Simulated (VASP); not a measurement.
## MgO: single point with LDA

Crystal: MgO.

```
Mg O
1.0
     5.52307    0.00000    0.00000
     0.00000    5.52307    0.00000
     0.00000    0.00000    5.52307
Mg O
6 6
Direct
  0.25000 0.98143 0.50000
  0.00000 0.51857 0.25000
  0.50000 0.75000 0.00000
  0.75000 0.98143 0.50000
  0.00000 0.51857 0.75000
  0.50000 0.25000 0.00000
  0.25000 0.47798 0.00000
  0.50000 0.02202 0.25000
  0.00000 0.75000 0.50000
  0.75000 0.47798 0.00000
  0.50000 0.02202 0.75000
  0.00000 0.25000 0.50000
```

This cell differs from its parent crystal: atoms displaced along a vibrational mode.

* Program: VASP 6.6.1
* Task: single point
* Functional: LDA
* Potentials or basis: VASP PAW LDA potentials, release 64 (Mg, O)
* Cutoff: 520 eV
* k mesh: 4 × 4 × 4
* Occupations: gaussian, width 0.05 eV
* Spin: no spin polarisation
* Dipole correction: no
* Further INCAR settings: ALGO = Normal; EDIFF = 1e-06; NBANDS = 36

The pressure is 0.0 GPa, the largest force is 2.152 eV/Å and the band gap on the k mesh is 2.53 eV (least direct gap 2.56 eV).

Forces on the atoms (eV/Å):
```
Mg   0.289  2.132  0.000
Mg   0.000 -2.132 -0.289
Mg   0.000  0.000  0.000
Mg  -0.289  2.132  0.000
Mg   0.000 -2.132  0.289
Mg   0.000  0.000  0.000
O   -0.395  2.096  0.000
O    0.000 -2.096  0.395
O    0.000  0.000  0.000
O    0.395  2.096  0.000
O    0.000 -2.096 -0.395
O    0.000  0.000  0.000
```

Stress tensor (GPa, compression positive):
```
 0.36  0.00  0.00
 0.00 -0.74  0.00
 0.00  0.00  0.36
```

Levels at points of the mesh, in eV from the valence-band top:
```
           k point  band 22  band 23  band 24  band 25  band 26  band 27
(0.00, 0.00, 0.00)    -0.07    -0.07    -0.03     2.53     5.45     7.47
(0.50, 0.00, 0.00)    -0.20    -0.09    -0.02     4.33     4.40     7.30
(0.00, 0.50, 0.00)    -0.34    -0.08    -0.08     4.08     4.88     6.91
(0.50, 0.50, 0.00)    -0.43    -0.13    -0.08     4.77     5.22     6.25
(0.50, 0.00, 0.50)    -0.23    -0.23     0.00     5.29     5.29     5.33
(0.50, 0.50, 0.50)    -0.83    -0.36    -0.36     5.62     5.62     6.45
```

Wall time 49 s on 1 thread of Intel(R) Xeon(R) 6975P-C (Granite Rapids) (shared host), peak memory 0.25 GiB.

Caveat: the cell differs from its parent crystal (atoms displaced along a vibrational mode); forces of over 1 eV/Å act on the atoms, so gaps and moduli don't describe the material at rest. A k mesh can miss the band edges.
